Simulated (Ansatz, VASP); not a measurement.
SnO2: VASP beside Ansatz

INCAR

```
PREC = Accurate ; ENCUT = 520
EDIFF = 1E-7 ; ISMEAR = 0
SIGMA = 0.02 ; LREAL = F
LASPH = T ; NELM = 100
ALGO = Normal ; ISIF = 2
LWAVE = F ; LCHARG = F
GGA = PE ; NBANDS = 35
```

KPOINTS

```
Automatic mesh
0
Gamma
  6 6 8
```

The input POSCAR:

```
SnO2
1.0
    4.8265176045      0.0000000000      0.0000000000
    0.0000000000      4.8283675577      0.0000000000
    0.0000000000      0.0000000000      3.2381666758
Sn O
2 4
Direct
    0.5000000000      0.5000000000      0.5000000000
    0.0000000000      0.0000000000      0.0000000000
    0.3064962479      0.3066616288      0.0000000000
    0.8064962479      0.1933383712      0.5000000000
    0.1935037521      0.8066616288      0.5000000000
    0.6935037521      0.6933383712      0.0000000000
```

Input for Ansatz:

```yaml
crystal:
  lattice:
    - [4.8265176529, 0.0, 0.0]
    - [0.0, 4.8283676203, 0.0]
    - [0.0, 0.0, 3.2381666493]
  atoms:
    - { symbol: Sn, position: [0.5, 0.5, 0.5] }
    - { symbol: Sn, position: [0.0, 0.0, 0.0] }
    - { symbol: O, position: [0.3064962476, 0.3066616299, 0.0] }
    - { symbol: O, position: [0.8064962476, 0.1933383701, 0.5] }
    - { symbol: O, position: [0.1935037524, 0.8066616299, 0.5] }
    - { symbol: O, position: [0.6935037524, 0.6933383701, 0.0] }
basis:
  ecutwfc: 420
kpoints:
  mp_grid: { grid: [6, 6, 8] }
  band_path: { path: [VBM, CBM], npoints: 2 }
hamiltonian:
  xc: pbe
scf:
  occupations: { method: gaussian, width: 0.02 }
output:
  forces: true
  stress: true
  eigenvalues: true
checkpoint:
  read: start.run
  write: ck
  compress: false
  write_wavefunctions: false
  write_every: 100000
```

Alike in both runs: task single point; functional PBE; k mesh 6 × 6 × 8; occupations gaussian, width 0.02 eV; no spin polarisation.

```csv
,VASP,Ansatz
version,VASP 6.6.1,Ansatz 0.2.0
potentials or method,"VASP PAW PBE potentials, release 64 (Sn_d, O), cutoff 520 eV","scalar-relativistic, plane waves, PAW"
valence electrons in the cell,52,52
```

```tsv
	VASP	Ansatz	Ansatz less VASP
gap on the k mesh at the Fermi level (eV)	0.67	0.68	+0.012
least direct gap on the mesh (eV)	0.67	0.68	+0.012
pressure (GPa)	0.6	0.0	-0.60
traceless stress, the component that is largest in VASP (GPa)	0.19	-0.01	-0.199
rms of the force components (eV/Å)	0.008	0.000	-0.0078
```

Atom by atom the forces differ by 0.008 eV/Å (rms over components). With one functional, cell and mesh, what is left measures potentials, basis and numerics.
